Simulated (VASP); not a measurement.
**AlMo3C: single point with PBE**

The system is AlMo3C.

```xyz
5
Lattice="4.6133 0.0000 0.0000 0.0000 4.6133 0.0000 0.0000 0.0000 4.6133" Properties=species:S:1:pos:R:3 pbc="T T T"
Al    0.0000    0.0000    0.0000
Mo    0.0000    2.3067    2.3067
Mo    2.3067    0.0000    2.3067
Mo    2.3067    2.3067    0.0000
C     2.3067    2.3067    2.3067
```

The cell was built from a structure type or drawn by symmetry, and may not be a known phase.

```
Program             : VASP 6.6.1
Task                : single point
Functional          : PBE
Potentials or basis : VASP PAW PBE potentials, release 64 (Al, Mo_sv, C)
Cutoff              : 520 eV
k mesh              : 4 × 4 × 4
Occupations         : gaussian, width 0.1 eV
Spin                : no spin polarisation
```

```
Pressure               : -36.6 GPa
Band gap on the k mesh : zero (an odd number of electrons rules out a gap without spin polarisation)
```

Levels at points of the mesh, in eV from the Fermi level:
| k point | band 21 | band 22 | band 23 | band 24 | band 25 | band 26 | band 27 | band 28 |
| --- | --- | --- | --- | --- | --- | --- | --- | --- |
| (0.00, 0.00, 0.00) | -1.78 | -1.78 | 0.17 | 0.17 | 0.17 | 0.80 | 0.80 | 1.79 |
| (0.50, 0.00, 0.00) | -1.91 | -1.09 | -0.40 | -0.34 | 0.26 | 0.26 | 0.50 | 0.93 |
| (0.50, 0.50, 0.00) | -0.77 | -0.77 | -0.68 | -0.68 | 0.03 | 0.10 | 0.67 | 0.76 |
| (0.50, 0.50, 0.50) | -0.87 | -0.87 | -0.87 | -0.74 | -0.74 | -0.74 | 0.61 | 0.61 |

Run time: 15 s on 1 thread of Intel(R) Xeon(R) 6975P-C (Granite Rapids), with other jobs on the host, peak memory 0.21 GiB.

Caveat: the cell stands under tension.
